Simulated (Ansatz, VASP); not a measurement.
One calculation of Mo4C3, two programs

INCAR

```
  PREC = Accurate
  ENCUT = 520
  EDIFF = 1E-7
  ISMEAR = 0
  SIGMA = 0.2
  LREAL = F
  LASPH = T
  NELM = 100
  ALGO = Normal
  ISIF = 2
  LWAVE = F
  LCHARG = F
  GGA = PE
  NBANDS = 43
```

The input KPOINTS:

```
regular mesh
0
Gamma
  4 4 4
```

File POSCAR:

```
Mo4C3
1.0
    0.0000000000      4.3971509759      4.3971509759
    4.3971509759      0.0000000000      4.3971509759
    4.3971509759      4.3971509759      0.0000000000
Mo C
4 3
Direct
    0.1259571448      0.6221285655      0.1259571448
    0.1259571448      0.1259571448      0.1259571448
    0.6221285655      0.1259571448      0.1259571448
    0.1259571448      0.1259571448      0.6221285655
    0.2500000000      0.2500000000      0.2500000000
    0.5000000000      0.5000000000      0.5000000000
    0.0000000000      0.0000000000      0.0000000000
```

Input for Ansatz:

```yaml
crystal:
  lattice:
    - [0.0, 4.3971509759, 4.3971509759]
    - [4.3971509759, 0.0, 4.3971509759]
    - [4.3971509759, 4.3971509759, 0.0]
  atoms:
    - { symbol: Mo, position: [0.1259571448, 0.6221285655, 0.1259571448] }
    - { symbol: Mo, position: [0.1259571448, 0.1259571448, 0.1259571448] }
    - { symbol: Mo, position: [0.6221285655, 0.1259571448, 0.1259571448] }
    - { symbol: Mo, position: [0.1259571448, 0.1259571448, 0.6221285655] }
    - { symbol: C, position: [0.25, 0.25, 0.25] }
    - { symbol: C, position: [0.5, 0.5, 0.5] }
    - { symbol: C, position: [0.0, 0.0, 0.0] }
basis:
  ecutwfc: 420
kpoints:
  mp_grid: { grid: [4, 4, 4] }
hamiltonian:
  xc: pbe
scf:
  occupations: { method: gaussian, width: 0.2 }
  lower_state_search: "off"
output:
  forces: true
  stress: true
  eigenvalues: true
```

Alike in both runs: task single point; functional PBE; k mesh 4 × 4 × 4; occupations gaussian, width 0.2 eV; no spin polarisation.

```csv
,VASP,Ansatz
version,VASP 6.6.1,Ansatz 0.2.0
potentials or method,"VASP PAW PBE potentials, release 64 (Mo_sv, C), cutoff 520 eV","scalar-relativistic, plane waves, PAW"
valence electrons in the cell,68,68
```

```tsv
	VASP	Ansatz	Ansatz less VASP
gap on the k mesh at the Fermi level (eV)	none	none	-
pressure (GPa)	0.2	0.1	-0.06
rms of the force components (eV/Å)	0.023	0.019	-0.0033
```

Atom by atom the forces differ by 0.003 eV/Å (rms over components). A gap of «none» marks a metal or a gap that the smearing closes.
